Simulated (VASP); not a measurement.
Input of a VASP 6.6.1 run:

Contents of INCAR:

```
PREC     = Accurate       # precision mode
ENCUT    = 520            # plane-wave cutoff, eV
EDIFF    = 1E-6           # SCF threshold, eV
ISMEAR   = -1             # smearing method
SIGMA    = 0.1            # smearing width, eV
LREAL    = False          # projectors in reciprocal space
LASPH    = True           # aspherical terms in the spheres
NELM     = 60             # most SCF steps
ALGO     = Normal         # electronic algorithm
ISIF     = 2              # what is computed and relaxed
LWAVE    = False          # write WAVECAR
LCHARG   = False          # write CHGCAR
GGA      = PS             # functional
NBANDS   = 33             # bands
```

KPOINTS

```
regular mesh
0
Gamma
  5 5 8
```

The input POSCAR:

```
TaN
1.0
    5.1561600241      0.0000000000      0.0000000000
   -2.5780800120      4.4653655658      0.0000000000
    0.0000000000      0.0000000000      2.8884826334
Ta N
3 3
Direct
    0.0000000000      0.0000000000      0.0000000000
    0.3333333333      0.6666666667      0.5000000000
    0.6666666667      0.3333333333      0.5000000000
    0.5000000000      0.0000000000      0.0000000000
    0.5000000000      0.5000000000      0.0000000000
    0.0000000000      0.5000000000      0.0000000000
```

Potentials or basis: VASP PAW PBE potentials, release 64 (Ta_pv, N).

Command:

```console
$ cat potpaw_PBE.64/Ta_pv/POTCAR potpaw_PBE.64/N/POTCAR > POTCAR
$ mpirun -np 1 vasp_std > vasp.out
```

Q: What does it give for the pressure?

A: 8.8 GPa.

Q: Estimate the band gap on the k mesh.

A: Zero (bands 24 and 25 overlap by 2.22 eV).

Stress tensor (GPa, compression positive):
```
 8.08  0.00  0.00
 0.00  8.08  0.00
 0.00  0.00 10.28
```

Caveat: the cell stands under pressure; the PAW data sets were made with another functional, which shifts forces and pressure a little; spin-orbit coupling is left out, which moves the levels of the heavy elements.
